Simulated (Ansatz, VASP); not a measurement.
# Two plane-wave programs on ScSi2O3

```xyz
6
Lattice="5.2413 0.0000 0.0000 -2.6207 4.5391 0.0000 0.0000 0.0000 2.9752" Properties=species:S:1:pos:R:3 pbc="T T T"
Sc    0.0000    0.0000    0.0000
Si    0.0000    3.0261    0.0000
Si    2.6207    1.5130    0.0000
O     2.6207    0.0000    1.4876
O     1.3103    2.2696    1.4876
O    -1.3103    2.2696    1.4876
```

Change from the starting cell: species swapped into the NdB2Rh3 type (P6/mmm, No. 191).

Alike in both runs: functional PBE; k mesh 12 × 12 × 12; occupations gaussian, width 0.1 eV; no spin polarisation.

Ansatz relaxed the structure, and its values are those at the end. VASP's run is a single point on that final structure, the one shown.

|  | VASP | Ansatz |
| --- | --- | --- |
| version | VASP 6.6.1 | Ansatz 0.2.0 |
| potentials or method | VASP PAW PBE potentials, release 64 (Sc_sv, Si, O), cutoff 520 eV | scalar-relativistic, plane waves, PAW |
| valence electrons in the cell | 37 | 37 |

```csv
,VASP,Ansatz,Ansatz less VASP
gap on the k mesh at the Fermi level (eV),none,none,-
pressure (GPa),0.1,0.0,-0.07
```

A gap of «none» marks a metal or a gap that the smearing closes. With one functional, cell and mesh, what is left measures potentials, basis and numerics.
